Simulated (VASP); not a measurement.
# CdS (Fm-3m) in VASP: further runs, part 2 of 2

VASP 6.6.1. The steps go on from the part before.

## Step 3: Single point, SVWN5, non-collinear spin, zero start, spin-orbit coupling

INCAR

```
ALGO = Normal ; EDIFF = 1E-6
ENCUT = 520 ; GGA = VW
GGA_COMPAT = F ; ISIF = 2
ISMEAR = 1 ; LASPH = T
LCHARG = F ; LORBIT = 11
LORBMOM = T ; LREAL = F
LSORBIT = T ; LWAVE = F
MAGMOM = 0 0 0 0 0 0 ; NBANDS = 30
NELM = 150 ; PREC = Accurate
SIGMA = 0.05
```

KPOINTS

```
k-points
0
Gamma
  8 8 8
```

POSCAR

```
CdS
1.0
    0.0000000000      2.7532440000      2.7532440000
    2.7532440000      0.0000000000      2.7532440000
    2.7532440000      2.7532440000      0.0000000000
Cd S
1 1
Direct
    0.0000000000      0.0000000000      0.0000000000
    0.5000000000      0.5000000000      0.5000000000
```

Potentials or basis: VASP PAW PBE potentials, release 64 (Cd, S).

Started as:

```bash
> cat potpaw_PBE.64/Cd/POTCAR potpaw_PBE.64/S/POTCAR > POTCAR
> mpirun -np 1 vasp_ncl > vasp.out
```

OUTCAR:

```text
EDIFF = 1E-6
   ENCUT = 520
   GGA = VW
   ISIF = 2
   ISMEAR = 1
   LASPH = T
   LORBIT = 11
   LREAL = F
   LSORBIT = T
   NELM = 150
   PREC = Accurate

 ion  position               nearest neighbor table
   1  0.000  0.000  0.000-   2 2.75   2 2.75   2 2.75   2 2.75   2 2.75   2 2.75
   2  0.500  0.500  0.500-   1 2.75   1 2.75   1 2.75   1 2.75   1 2.75   1 2.75

  LATTYP: Found a face centered cubic cell.
 ALAT       =     5.5064880000

  Lattice vectors:

 A1 = (   0.0000000000,   2.7532440000,   2.7532440000)
 A2 = (   2.7532440000,   0.0000000000,   2.7532440000)
 A3 = (   2.7532440000,   2.7532440000,   0.0000000000)

Analysis of symmetry for initial positions (statically):
=====================================================================
 Subroutine PRICEL returns:
 Original cell was already a primitive cell.

 Routine SETGRP: Setting up the symmetry group for a
 face centered cubic supercell.

 Subroutine GETGRP returns: Found 48 space group operations
 (whereof 48 operations were pure point group operations)
 out of a pool of 48 trial point group operations.

The static configuration has the point symmetry O_h .

Analysis of symmetry for dynamics (positions and initial velocities):
=====================================================================
 Subroutine PRICEL returns:
 Original cell was already a primitive cell.

 Routine SETGRP: Setting up the symmetry group for a
 face centered cubic supercell.

 Subroutine GETGRP returns: Found 48 space group operations
 (whereof 48 operations were pure point group operations)
 out of a pool of 48 trial point group operations.

The dynamic configuration has the point symmetry O_h .

Analysis of structural, dynamic, and magnetic symmetry:
=====================================================================
 Subroutine PRICEL returns:
 Original cell was already a primitive cell.

 Routine SETGRP: Setting up the symmetry group for a
 face centered cubic supercell.

 Subroutine GETGRP returns: Found 48 space group operations
 (whereof 48 operations were pure point group operations)
 out of a pool of 48 trial point group operations.

The overall configuration has the point symmetry O_h .

 Subroutine INISYM returns: Found 48 space group operations
 (whereof 48 operations are pure point group operations),
 and found     1 'primitive' translations

----------------------------------------------------------------------------------------

                                     Primitive cell

  volume of cell :      41.7411

  direct lattice vectors                    reciprocal lattice vectors
     0.000000000  2.753244000  2.753244000    -0.181603955  0.181603955  0.181603955
     2.753244000  0.000000000  2.753244000     0.181603955 -0.181603955  0.181603955
     2.753244000  2.753244000  0.000000000     0.181603955  0.181603955 -0.181603955

  length of vectors
     3.893675005  3.893675005  3.893675005     0.314547277  0.314547277  0.314547277
[... 937 lines left out ...]

  FORCE on cell =-STRESS in cart. coord.  units (eV):
  Direction    XX          YY          ZZ          XY          YZ          ZX
  --------------------------------------------------------------------------------------
  -------------------------------------------------------------------------------------
  Total       -1.6778838     -1.6778838     -1.6778838      0.0000000      0.0000000      0.0000000
  in kB      -64.4033346    -64.4033346    -64.4033346      0.0000000      0.0000000      0.0000000
  external PRESSURE =     -64.4033346 kB  Pullay stress =       0.0000000 kB

 VOLUME and BASIS-vectors are now :
 -----------------------------------------------------------------------------
  energy-cutoff  :      520.00
  volume of cell :       41.74
      direct lattice vectors                 reciprocal lattice vectors
     0.000000000  2.753244000  2.753244000    -0.181603955  0.181603955  0.181603955
     2.753244000  0.000000000  2.753244000     0.181603955 -0.181603955  0.181603955
     2.753244000  2.753244000  0.000000000     0.181603955  0.181603955 -0.181603955

 POSITION                                       TOTAL-FORCE (eV/Angst)
 -----------------------------------------------------------------------------------
      0.00000      0.00000      0.00000         0.000000     -0.000000     -0.000000
      2.75324      2.75324      2.75324         0.000000      0.000000      0.000000
 -----------------------------------------------------------------------------------
    total drift:                                0.000000      0.000000      0.000000

  FREE ENERGIE OF THE ION-ELECTRON SYSTEM (eV)
  ---------------------------------------------------
  free  energy   TOTEN  =        53.3209831674 eV

  energy  without entropy=       53.3210439194  energy(sigma->0) =       53.32100342

 orbital moment (x)

 # of ion     p       d       tot
 ----------------------------------------
  1         0.000   0.000   0.000
  2         0.000   0.000   0.000
 ----------------------------------------
            0.000   0.000   0.000

 orbital moment (y)

 # of ion     p       d       tot
 ----------------------------------------
  1         0.000  -0.000  -0.000
  2         0.000   0.000   0.000
 ----------------------------------------
            0.000  -0.000  -0.000

 orbital moment (z)

 # of ion     p       d       tot
 ----------------------------------------
  1         0.000   0.000   0.000
  2         0.000   0.000   0.000
 ----------------------------------------
            0.000   0.000   0.000

 Spin-Orbit-Coupling matrix elements

 Ion:    1  E_soc:     -0.0534031
 l=   1
     0.0000000    -0.0020051    -0.0020051
    -0.0020051     0.0000000    -0.0020051
    -0.0020051    -0.0020051     0.0000000
 l=   2
     0.0000000    -0.0013964     0.0000000    -0.0013964    -0.0054990
    -0.0013964     0.0000000    -0.0041242    -0.0013964    -0.0013747
     0.0000000    -0.0041242     0.0000000    -0.0041242     0.0000000
    -0.0013964    -0.0013964    -0.0041242     0.0000000    -0.0013747
    -0.0054990    -0.0013747     0.0000000    -0.0013747     0.0000000
 l=   3
     0.0000000     0.0000000     0.0000000     0.0000000     0.0000000     0.0000000     0.0000000
     0.0000000     0.0000000     0.0000000     0.0000000     0.0000000     0.0000000     0.0000000
     0.0000000     0.0000000     0.0000000     0.0000000     0.0000000     0.0000000     0.0000000
     0.0000000     0.0000000     0.0000000     0.0000000     0.0000000     0.0000000     0.0000000
     0.0000000     0.0000000     0.0000000     0.0000000     0.0000000     0.0000000     0.0000000
     0.0000000     0.0000000     0.0000000     0.0000000     0.0000000     0.0000000     0.0000000
     0.0000000     0.0000000     0.0000000     0.0000000     0.0000000     0.0000000     0.0000000

 Ion:    2  E_soc:     -0.0022783
 l=   1
     0.0000000    -0.0003797    -0.0003797
    -0.0003797     0.0000000    -0.0003797
    -0.0003797    -0.0003797     0.0000000
 l=   2
     0.0000000     0.0000000     0.0000000     0.0000000     0.0000000
     0.0000000     0.0000000     0.0000000     0.0000000     0.0000000
     0.0000000     0.0000000     0.0000000     0.0000000     0.0000000
     0.0000000     0.0000000     0.0000000     0.0000000     0.0000000
     0.0000000     0.0000000     0.0000000     0.0000000     0.0000000
 l=   3
     0.0000000     0.0000000     0.0000000     0.0000000     0.0000000     0.0000000     0.0000000
     0.0000000     0.0000000     0.0000000     0.0000000     0.0000000     0.0000000     0.0000000
     0.0000000     0.0000000     0.0000000     0.0000000     0.0000000     0.0000000     0.0000000
     0.0000000     0.0000000     0.0000000     0.0000000     0.0000000     0.0000000     0.0000000
     0.0000000     0.0000000     0.0000000     0.0000000     0.0000000     0.0000000     0.0000000
     0.0000000     0.0000000     0.0000000     0.0000000     0.0000000     0.0000000     0.0000000
     0.0000000     0.0000000     0.0000000     0.0000000     0.0000000     0.0000000     0.0000000

 total charge

# of ion       s       p       d       tot
------------------------------------------
    1        0.395   0.248   9.574  10.217
    2        1.334   2.313   0.000   3.647
--------------------------------------------------
tot          1.729   2.561   9.574  13.864

 magnetization (x)

# of ion       s       p       d       tot
------------------------------------------
    1        0.000   0.000   0.000   0.000
    2        0.000   0.000   0.000   0.000
--------------------------------------------------
tot          0.000   0.000   0.000   0.000

 magnetization (y)

# of ion       s       p       d       tot
------------------------------------------
    1        0.000   0.000  -0.000  -0.000
    2        0.000   0.000   0.000   0.000
--------------------------------------------------
tot          0.000   0.000  -0.000   0.000

 magnetization (z)

# of ion       s       p       d       tot
------------------------------------------
    1        0.000  -0.000  -0.000  -0.000
    2        0.000   0.000   0.000   0.000
--------------------------------------------------
tot          0.000  -0.000  -0.000   0.000
```

stdout:

```text
POSCAR found type information on POSCAR CdS
 POSCAR found :  2 types and       2 ions
 scaLAPACK will be used
 -----------------------------------------------------------------------------
|                                                                             |
|                                                                             |
|     You enforced a specific xc type in the INCAR file but a different       |
|     I HOPE YOU KNOW WHAT YOU ARE DOING!                                     |
|                                                                             |
 -----------------------------------------------------------------------------

 LDA part: xc-table for (Slater(with rela. corr.)+VWN5), standard interpolation
 POSCAR, INCAR and KPOINTS ok, starting setup
 FFT: planning ... GRIDC
 FFT: planning ... GRID_SOFT
 FFT: planning ... GRID
 WAVECAR not read
 entering main loop
```

Run time: 2.9 min. Hardware: 1 thread of Intel Xeon 8259CL, shared host; peak memory 0.26 GiB.

Results:

```yaml
Free_energy: 53.3210 eV
Pressure: -6.4 GPa
Net_moment: 0.00 μB per cell
Valence_electrons_inside_the_program's_atomic_spheres: Cd 10.22; S 3.65
```

Moments on the atoms (μB; x, y, z):
```
Cd  0.00 0.00 0.00
S   0.00 0.00 0.00
```

Caveat: the cell stands under tension; the PAW data sets were made with another functional, which shifts forces and pressure a little.
